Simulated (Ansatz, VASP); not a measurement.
**Ta4O in VASP and in Ansatz**

INCAR

```
SYSTEM = Ta4O
PREC     = Accurate       ! precision mode
ENCUT    = 520            ! plane-wave cutoff, eV
EDIFF    = 1E-7           ! SCF threshold, eV
ISMEAR   = 0              ! smearing method
SIGMA    = 0.1            ! smearing width, eV
LREAL    = .False.        ! projectors in reciprocal space
LASPH    = .True.         ! aspherical terms in the spheres
NELM     = 60             ! most SCF steps
ALGO     = Normal         ! electronic algorithm
ISIF     = 2              ! what is computed and relaxed
LWAVE    = .False.        ! write WAVECAR
LCHARG   = .False.        ! write CHGCAR
GGA      = PS             ! functional
NBANDS   = 33             ! bands
```

KPOINTS

```
regular mesh
0
Gamma
  1 1 1
  0 0 0
```

The input POSCAR:

```
Ta4O
1.0
    3.2574970000      0.0000000000      0.0000000000
    0.0000000000      3.2574970000      0.0000000000
    0.0000000000      0.0000000000      7.4093410000
Ta O
4 1
Direct
    0.0000000000      0.0000000000      0.5000000000
    0.5000000000      0.5000000000      0.7831580000
    0.5000000000      0.5000000000      0.2168420000
    0.0000000000      0.0000000000      0.0000000000
    0.5000000000      0.5000000000      0.5000000000
```

Input for Ansatz:

```yaml
crystal:
  lattice:
    - [3.257497, 0.0, 0.0]
    - [0.0, 3.257497, 0.0]
    - [0.0, 0.0, 7.409341]
  atoms:
    - { symbol: Ta, position: [0.0, 0.0, 0.5] }
    - { symbol: Ta, position: [0.5, 0.5, 0.783158] }
    - { symbol: Ta, position: [0.5, 0.5, 0.216842] }
    - { symbol: Ta, position: [0.0, 0.0, 0.0] }
    - { symbol: O, position: [0.5, 0.5, 0.5] }
basis:
  ecutwfc: 420
kpoints:
  mp_grid: { grid: [1, 1, 1] }
hamiltonian:
  xc: pbesol
scf:
  occupations: { method: gaussian, width: 0.1 }
output:
  forces: true
  stress: true
  eigenvalues: true
```

Alike in both runs: task single point; functional PBEsol; k mesh 1 × 1 × 1; occupations gaussian, width 0.1 eV; no spin polarisation.

|  | VASP | Ansatz |
| --- | --- | --- |
| version | VASP 6.6.1 | Ansatz 0.2.0 |
| potentials or method | VASP PAW PBE potentials, release 64 (Ta_pv, O), cutoff 520 eV | scalar-relativistic, plane waves, PAW |
| valence electrons in the cell | 50 | 58 |

```tsv
	VASP	Ansatz	Ansatz less VASP
gap on the k mesh at the Fermi level (eV)	0.06	0.07	+0.001
least direct gap on the mesh (eV)	0.06	0.07	+0.001
pressure (GPa)	-6.5	-7.3	-0.85
traceless stress, the component that is largest in VASP (GPa)	6.89	7.12	+0.231
rms of the force components (eV/Å)	1.892	1.887	-0.0054
```

VASP's potentials were made for PBE, not for PBEsol. Atom by atom the forces differ by 0.005 eV/Å (rms over components). VASP's potentials hold 50 valence electrons a cell and Ansatz's 58, so a difference there can come from the potentials and not from the codes.

The k mesh is coarse, so the values compare programs but aren't converged. Neither program's run includes spin-orbit coupling.
